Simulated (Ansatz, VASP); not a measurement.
**Two plane-wave programs on Ta**

```
Ta
1.0
     4.60023    0.00000    0.00000
    -2.30011    3.98391    0.00000
     0.00000    0.00000   19.75610
Ta
5
Direct
  0.83333 0.16667 0.41695
  0.16667 0.83333 0.45567
  0.50000 0.50000 0.50000
  0.83333 0.16667 0.54433
  0.16667 0.83333 0.58305
```

Alike in both runs: functional LDA; k mesh 10 × 10 × 1; occupations fermi-dirac, width 0.05 eV; no spin polarisation.

Ansatz relaxed the structure, and its values are those at the end. VASP's run is a single point on that final structure, the one shown.

```csv
,VASP,Ansatz
version,VASP 6.6.1,Ansatz 0.2.0
potentials or method,"VASP PAW LDA potentials, release 64 (Ta_pv)","PAW with Ansatz's default frozen-core files, scalar-relativistic"
plane-wave cutoff (eV),520,420
valence electrons in the cell,55,65
```

```tsv
	VASP	Ansatz	Ansatz less VASP
rms of the force components (eV/Å)	0.036	0.002	-0.0336
```

LDA's correlation is that of Perdew and Zunger in VASP and of Perdew and Wang (1992) in Ansatz. VASP's potentials hold 55 valence electrons a cell and Ansatz's 65, so a difference there can come from the potentials and not from the codes. Ansatz's warnings: stress scf threshold loose, xc potential rough in thin density.

Neither program's run includes spin-orbit coupling.
